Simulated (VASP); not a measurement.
Write the native input for VASP 6.6.1 that does the following.

- Task: single point
- Functional: PBEsol
- Potentials or basis: VASP PAW PBE potentials, release 64 (Ga_d, Sb)
- Cutoff: 520 eV
- k mesh: 14 × 14 × 14
- Occupations: gaussian, width 0.15 eV
- Spin: no spin polarisation
- Dipole correction: no
- Further INCAR settings: ALGO = Normal; EDIFF = 1e-06; NBANDS = 16

The structure of GaSb lies in POSCAR:

```
GaSb
1.0
    0.0000000000      3.0590000000      3.0590000000
    3.2195975000      0.0000000000      3.0590000000
    3.2195975000      3.0590000000      0.0000000000
Ga Sb
1 1
Direct
    0.0000000000      0.0000000000      0.0000000000
    0.7500000000      0.7500000000      0.7500000000
```

This cell differs from its parent crystal: strain +0.0525 x Voigt [1, 0, 0, 0, 0, 0].

The input as run:

INCAR

```
ALGO     = Normal         # electronic algorithm
EDIFF    = 1E-6           # SCF threshold, eV
ENCUT    = 520            # plane-wave cutoff, eV
GGA      = PS             # functional
ISIF     = 2              # what is computed and relaxed
ISMEAR   = 0              # smearing method
LASPH    = True           # aspherical terms in the spheres
LCHARG   = True           # write CHGCAR
LELF     = True           # ELF
LREAL    = False          # projectors in reciprocal space
LVHAR    = True         
LWAVE    = False          # write WAVECAR
NBANDS   = 16             # bands
NELM     = 80             # most SCF steps
PREC     = Accurate       # precision mode
SIGMA    = 0.15           # smearing width, eV
```

KPOINTS

```
k-points
0
Gamma
  14 14 14
```

Potentials or basis: VASP PAW PBE potentials, release 64 (Ga_d, Sb).

Run with:

```console
$ cat potpaw_PBE.64/Ga_d/POTCAR potpaw_PBE.64/Sb/POTCAR > POTCAR
$ mpirun -np 1 vasp_std > vasp.out
```

It gave:

```yaml
Pressure: -2.4 GPa
Band_gap_on_the_k_mesh: zero (filled and empty bands touch)
```

Caveat: the cell differs from its parent crystal (strain +0.0525 x Voigt [1, 0, 0, 0, 0, 0]); semilocal functionals underestimate gaps, and a narrow one can read as zero; the PAW data sets were made with another functional, which shifts forces and pressure a little; spin-orbit coupling is left out, which moves the levels of the heavy elements.

Run time: 5.2 min on 1 thread of Intel Xeon 8259CL, on a shared host, peak memory 0.38 GiB.
